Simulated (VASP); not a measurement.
# W (Fm-3m) in VASP: notebook, part 2 of 2

VASP 6.6.1. Earlier steps stand in the parts before.

**4. Single point, PBE**

This run uses another cell than the first one, of 17.07 Å³/atom, 1.041 times its volume.

Contents of INCAR:

```
PREC     = Accurate       # precision mode
ENCUT    = 520            # plane-wave cutoff, eV
EDIFF    = 1E-7           # SCF threshold, eV
ISMEAR   = -1             # smearing method
SIGMA    = 0.05           # smearing width, eV
LREAL    = False          # projectors in reciprocal space
LASPH    = True           # aspherical terms in the spheres
NELM     = 80             # most SCF steps
ALGO     = Normal         # electronic algorithm
ISIF     = 2              # what is computed and relaxed
LWAVE    = False          # write WAVECAR
LCHARG   = False          # write CHGCAR
GGA      = PE             # functional
NBANDS   = 13             # bands
```

Contents of KPOINTS:

```
regular mesh
0
Gamma
  11 11 11
```

Contents of POSCAR:

```
W
1.0
    0.0000000000      2.0434441004      2.0434441004
    2.0434441004      0.0000000000      2.0434441004
    2.0434441004      2.0434441004      0.0000000000
W
1
Direct
    0.0000000000      0.0000000000      0.0000000000
```

On the command line:

```bash
cat potpaw_PBE.64/W_sv/POTCAR > POTCAR
mpirun -np 1 vasp_std > vasp.out
```

It took 6.8 s on 1 thread of Intel Xeon 6975P-C (Granite Rapids), shared host; peak memory 0.14 GiB.

Results (log left out):

| Quantity | Value |
| --- | --- |
| Free energy | -12.4671 eV |
| Pressure | -9.6 GPa |
| Band gap on the k mesh | zero (band 7 reaches 12.43 eV, above the bottom of band 8 at 9.45 eV) |

Levels at points of the mesh, in eV from the Fermi level:
| k point | band 4 | band 5 | band 6 | band 7 | band 8 | band 9 | band 10 | band 11 |
| --- | --- | --- | --- | --- | --- | --- | --- | --- |
| (0.00, 0.00, 0.00) | -37.44 | -8.81 | -0.53 | -0.53 | -0.53 | 2.42 | 2.42 | 12.71 |

Caveat: spin-orbit coupling is left out, which moves the levels of the heavy elements.

**5. Single point, PBE**

This run uses another cell than the first one, of 17.40 Å³/atom, 1.061 times its volume.

Contents of INCAR:

```
SYSTEM = W
  PREC = Accurate
  ENCUT = 520
  EDIFF = 1E-6
  ISMEAR = -1
  SIGMA = 0.05
  LREAL = .FALSE.
  LASPH = .TRUE.
  NELM = 80
  ALGO = Normal
  ISIF = 2
  LWAVE = .FALSE.
  LCHARG = .FALSE.
  GGA = PE
  NBANDS = 13
```

Contents of KPOINTS:

```
regular mesh
0
G
  11 11 11
  0 0 0
```

Contents of POSCAR:

```
W
1.0
    0.0000000000      2.0567135898      2.0567135898
    2.0567135898      0.0000000000      2.0567135898
    2.0567135898      2.0567135898      0.0000000000
W
1
Direct
    0.0000000000      0.0000000000      0.0000000000
```

Potentials or basis: VASP PAW PBE potentials, release 64 (W_sv).

On the command line:

```bash
cat potpaw_PBE.64/W_sv/POTCAR > POTCAR
mpirun -np 1 vasp_std > vasp.out
```

OUTCAR:

```text
SYSTEM = W
   PREC = Accurate
   ENCUT = 520
   EDIFF = 1E-6
   ISMEAR = -1
   LREAL = .FALSE.
   LASPH = .TRUE.
   NELM = 80
   ISIF = 2
   GGA = PE

 ion  position               nearest neighbor table
   1  0.000  0.000  0.000-

  LATTYP: Found a face centered cubic cell.
 ALAT       =     4.1134271796

  Lattice vectors:

 A1 = (   0.0000000000,   2.0567135898,   2.0567135898)
 A2 = (   2.0567135898,   0.0000000000,   2.0567135898)
 A3 = (   2.0567135898,   2.0567135898,   0.0000000000)

Analysis of symmetry for initial positions (statically):
=====================================================================
 Subroutine PRICEL returns:
 Original cell was already a primitive cell.

 Routine SETGRP: Setting up the symmetry group for a
 face centered cubic supercell.

 Subroutine GETGRP returns: Found 48 space group operations
 (whereof 48 operations were pure point group operations)
 out of a pool of 48 trial point group operations.

The static configuration has the point symmetry O_h .

Analysis of symmetry for dynamics (positions and initial velocities):
=====================================================================
 Subroutine PRICEL returns:
 Original cell was already a primitive cell.

 Routine SETGRP: Setting up the symmetry group for a
 face centered cubic supercell.

 Subroutine GETGRP returns: Found 48 space group operations
 (whereof 48 operations were pure point group operations)
 out of a pool of 48 trial point group operations.

The dynamic configuration has the point symmetry O_h .

 Subroutine INISYM returns: Found 48 space group operations
 (whereof 48 operations are pure point group operations),
 and found     1 'primitive' translations

----------------------------------------------------------------------------------------

                                     Primitive cell

  volume of cell :      17.4001

  direct lattice vectors                    reciprocal lattice vectors
     0.000000000  2.056713590  2.056713590    -0.243106285  0.243106285  0.243106285
     2.056713590  0.000000000  2.056713590     0.243106285 -0.243106285  0.243106285
     2.056713590  2.056713590  0.000000000     0.243106285  0.243106285 -0.243106285

  length of vectors
     2.908632253  2.908632253  2.908632253     0.421072437  0.421072437  0.421072437

  position of ions in fractional coordinates (direct lattice)
     0.000000000  0.000000000  0.000000000

  ion indices of the primitive-cell ions
   primitive index   ion index
                 1           1

----------------------------------------------------------------------------------------

 KPOINTS: regular mesh

Automatic generation of k-mesh.
 Grid dimensions read from file:
 generate k-points for:   11   11   11

 Generating k-lattice:

  Cartesian coordinates                     Fractional coordinates (reciprocal lattice)
    -0.022100571  0.022100571  0.022100571     0.090909091  0.000000000  0.000000000
     0.022100571 -0.022100571  0.022100571     0.000000000  0.090909091  0.000000000
     0.022100571  0.022100571 -0.022100571     0.000000000  0.000000000  0.090909091

  Length of vectors
     0.038279312  0.038279312  0.038279312

  Shift w.r.t. Gamma in fractional coordinates (k-lattice)
     0.000000000  0.000000000  0.000000000

 Subroutine IBZKPT returns following result:
 ===========================================

 Found     56 irreducible k-points:

 Following reciprocal coordinates:
            Coordinates               Weight
  0.000000  0.000000  0.000000      1.000000
  0.090909  0.000000  0.000000      8.000000
  0.181818  0.000000  0.000000      8.000000
  0.272727  0.000000  0.000000      8.000000
  0.363636  0.000000  0.000000      8.000000
  0.454545  0.000000  0.000000      8.000000
[... 16 lines left out ...]
 -0.272727  0.181818  0.000000     24.000000
 -0.181818  0.181818  0.000000     12.000000
 [... further k-points ...]
   k-points           NKPTS =     56   k-points in BZ     NKDIM =     56   number of bands    NBANDS=     13
   number of dos      NEDOS =    301   number of ions     NIONS =      1
   total plane-waves  NPLWV =  13824
   dimension x,y,z NGX =    24 NGY =   24 NGZ =   24
   dimension x,y,z NGXF=    48 NGYF=   48 NGZF=   48
   ions per type =               1
   NGX,Y,Z   is equivalent  to a cutoff of  13.72, 13.72, 13.72 a.u.
   NGXF,Y,Z  is equivalent  to a cutoff of  27.43, 27.43, 27.43 a.u.
 SYSTEM =  W
   PREC   = accura    normal or accurate (medium, high low for compatibility)
   ISTART =      0    job   : 0-new  1-cont  2-samecut
   ICHARG =      2    charge: 1-file 2-atom 10-const
   ISPIN  =      1    spin polarized calculation?
   LNONCOLLINEAR =      F non collinear calculations
   LSORBIT =      F    spin-orbit coupling
   LASPH  =      T    aspherical Exc in radial PAW
   ENCUT  =  520.0 eV  38.22 Ry    6.18 a.u.   5.41  5.41  5.41*2*pi/ulx,y,z
   NELM   =     80;   NELMIN=  2; NELMDL= -5     # of ELM steps
   EDIFF  = 0.1E-05   stopping-criterion for ELM
   LREAL  =      F    real-space projection
   EDIFFG = 0.1E-04   stopping-criterion for IOM
   NSW    =      0    number of steps for IOM
   IBRION =     -1    ionic relax: 0-MD 1-quasi-New 2-CG
   NFREE  =      0    steps in history (QN), initial steepest desc. (CG)
   ISIF   =      2    stress and relaxation
   ISYM   =      2    0-nonsym 1-usesym 2-fastsym
   POTIM  = 0.5000    time-step for ionic-motion
   TEBEG  =    0.0;   TEEND  =   0.0 temperature during run
   PSTRESS=    0.0 pullay stress
   NELECT =      14.0000    total number of electrons
   NUPDOWN=      -1.0000    fix difference up-down
   EMIN   =  10.00;   EMAX   =-10.00  energy-range for DOS
   EFERMI =   0.00;   METHOD = LEGACY
   ISMEAR =    -1;   SIGMA  =   0.05  broadening in eV -4-tet -1-fermi 0-gaus
   EFERMI_NEDOS =   21; number of points for ismear=-14 and -15
   IALGO  =     38    algorithm
   IMIX   =      4    mixing-type and parameters
     AMIX     =   0.40;   BMIX     =  1.00
     AMIX_MAG =   1.60;   BMIX_MAG =  1.00
  volume/ion in A,a.u.               =      17.40       117.42
  Fermi-wavevector in a.u.,A,eV,Ry     =   1.522651  2.877393 31.544644  2.318466
  Thomas-Fermi vector in A             =   2.631201
   LORBIT       =      0    0 simple, 1 ext, 2 COOP (PROOUT), +10 PAW based schemes
   GGA     = PE    functional components
   LHFCALC =     F    Hartree Fock is set to
   AEXX    =    0.0000 exact exchange contribution
   IVDW    =     0    specifies the selected vdW correction
   LEPSILON=     F    determine dielectric tensor
   LRPA    =     F    only Hartree local field effects (RPA)
 non-spin polarized calculation
  energy-cutoff  :      520.00
  volume of cell :       17.40
 maximum number of plane-waves:       495
 NGX is ok and might be reduce to    24
   NGX = 11   NGY = 11   NGZ = 11

 number of electron      13.9999999 magnetization

 Free energy of the ion-electron system (eV)
  ---------------------------------------------------
  ext. energy  EPLUGINS =         0.00000000
  ---------------------------------------------------
  free energy    TOTEN  =       -12.44222642 eV

  energy without entropy =      -12.43237176  energy(sigma->0) =      -12.43729909

 E-fermi :   9.7316     XC(G=0): -13.1108

 val. band max:        9.7020363388   @ k =  -0.2727   0.0909   0.0000
 cond. band min:       9.7496799686   @ k =   0.1818   0.0909   0.0000
 fundamental gap:      0.0476436298
 Fermi energy:         9.7315624089

 k-point     1 :       0.0000    0.0000    0.0000
  band No.  band energies     occupation
      1     -64.0773      2.00000
      2     -27.7754      2.00000
      3     -27.7754      2.00000
      4     -27.7754      2.00000
      5       1.0202      2.00000
      6       9.2163      1.99993
      7       9.2163      1.99993
      8       9.2163      1.99993
      9      12.0888      0.00000
     10      12.0888      0.00000
     11      22.4111      0.00000
     12      27.3437      0.00000
     13      27.3437      0.00000

 k-point     2 :       0.0909    0.0000    0.0000
  band No.  band energies     occupation
      1     -64.0710      2.00000
      2     -27.8541      2.00000
      3     -27.7857      2.00000
      4     -27.7857      2.00000
      5       1.3553      2.00000
      6       8.9696      2.00000
      7       9.3668      1.99864
      8       9.3668      1.99864
      9      11.9626      0.00000
     10      11.9626      0.00000
     11      23.0650      0.00000
[... 339 lines left out ...]
 k-point    24 :      -0.1818    0.1818    0.0000
  band No.  band energies     occupation
      1     -64.0235      2.00000
      2     -28.2997      2.00000
      3     -27.9967      2.00000
      4     -27.8399      2.00000
      5       4.0242      2.00000
      6       7.7785      2.00000
      7       9.1415      1.99999
      8      10.6262      0.00000
      9      10.6807      0.00000
     10      13.8745      0.00000
     11      23.4742      0.00000
     12      26.9459      0.00000
     13      27.6812      0.00000

 [... further k-points ...]
[... 5 lines left out ...]
  --------------------------------------------------------------------------------------
  -------------------------------------------------------------------------------------
  Total       -1.5480507     -1.5480507     -1.5480507      0.0000000     -0.0000000      0.0000000
  in kB     -142.5424853   -142.5424853   -142.5424853      0.0000000     -0.0000000      0.0000000
  external PRESSURE =    -142.5424853 kB  Pullay stress =       0.0000000 kB

 VOLUME and BASIS-vectors are now :
 -----------------------------------------------------------------------------
  energy-cutoff  :      520.00
  volume of cell :       17.40
      direct lattice vectors                 reciprocal lattice vectors
     0.000000000  2.056713590  2.056713590    -0.243106285  0.243106285  0.243106285
     2.056713590  0.000000000  2.056713590     0.243106285 -0.243106285  0.243106285
     2.056713590  2.056713590  0.000000000     0.243106285  0.243106285 -0.243106285

 POSITION                                       TOTAL-FORCE (eV/Angst)
 -----------------------------------------------------------------------------------
      0.00000      0.00000      0.00000         0.000000      0.000000      0.000000
 -----------------------------------------------------------------------------------
    total drift:                               -0.000000      0.000000     -0.000000

  FREE ENERGIE OF THE ION-ELECTRON SYSTEM (eV)
  ---------------------------------------------------
  free  energy   TOTEN  =       -12.4422264153 eV

  energy  without entropy=      -12.4323717600  energy(sigma->0) =      -12.43729909
```

OSZICAR:

```text
N       E                     dE             d eps       ncg     rms          rms(c)
DAV:   1     0.860513963583E+02    0.86051E+02   -0.75355E+03  1456   0.121E+03
DAV:   2    -0.112932263838E+02   -0.97345E+02   -0.93453E+02  1606   0.316E+02
DAV:   3    -0.131069647179E+02   -0.18137E+01   -0.18022E+01  1606   0.412E+01
DAV:   4    -0.131155917167E+02   -0.86270E-02   -0.86267E-02  1621   0.314E+00
DAV:   5    -0.131156749061E+02   -0.83189E-04   -0.83189E-04  1611   0.290E-01    0.171E+01
DAV:   6    -0.125725386925E+02    0.54314E+00   -0.49211E-01  1531   0.908E+00    0.620E+00
DAV:   7    -0.124464725390E+02    0.12607E+00   -0.22019E-01  1651   0.572E+00    0.703E-01
DAV:   8    -0.124424359348E+02    0.40366E-02   -0.43813E-03  1466   0.855E-01    0.113E-01
DAV:   9    -0.124422281636E+02    0.20777E-03   -0.22474E-04  1646   0.172E-01    0.348E-02
DAV:  10    -0.124422259992E+02    0.21644E-05   -0.16432E-05  1576   0.508E-02    0.259E-03
DAV:  11    -0.124422264153E+02   -0.41605E-06   -0.31166E-07  1013   0.714E-03
   1 F= -.12442226E+02 E0= -.12437299E+02  d E =-.985466E-02
```

stdout:

```text
POSCAR found type information on POSCAR W
 POSCAR found :  1 types and       1 ions
 scaLAPACK will be used
 LDA part: xc-table for (Slater+PW92), standard interpolation
 POSCAR, INCAR and KPOINTS ok, starting setup
 FFT: planning ... GRIDC
 FFT: planning ... GRID_SOFT
 FFT: planning ... GRID
 WAVECAR not read
 entering main loop
```

Run time: 4.9 s. Hardware: 1 thread of Intel Xeon 6975P-C (Granite Rapids), shared host; peak memory 0.14 GiB.

Results:

- Free energy: -12.4422 eV
- Pressure: -14.3 GPa
- Band gap on the k mesh: zero (band 7 reaches 12.08 eV, above the bottom of band 8 at 9.22 eV)

Caveat: spin-orbit coupling is left out, which moves the levels of the heavy elements.

**6. The runs side by side**

```tsv
cell	gap on the mesh (eV)	pressure (GPa)
a = 2.852 Å, angles 60.0°, 1 atom	none	1.3
a = 2.871 Å, angles 60.0°, 1 atom	none	-4.5
a = 2.890 Å, angles 60.0°, 1 atom	none	-9.6
a = 2.909 Å, angles 60.0°, 1 atom	none	-14.3
```

Alike in all rows: task single point; level PBE; potentials or basis VASP PAW PBE potentials, release 64 (W_sv); no spin polarisation; k mesh 11 × 11 × 11; cutoff (eV) 520; smearing fermi-dirac 0.05 eV.

Caveats: spin-orbit coupling is left out, which moves the levels of the heavy elements.

Total energies depend on the potentials used, so only differences within one code and one set of settings carry meaning.
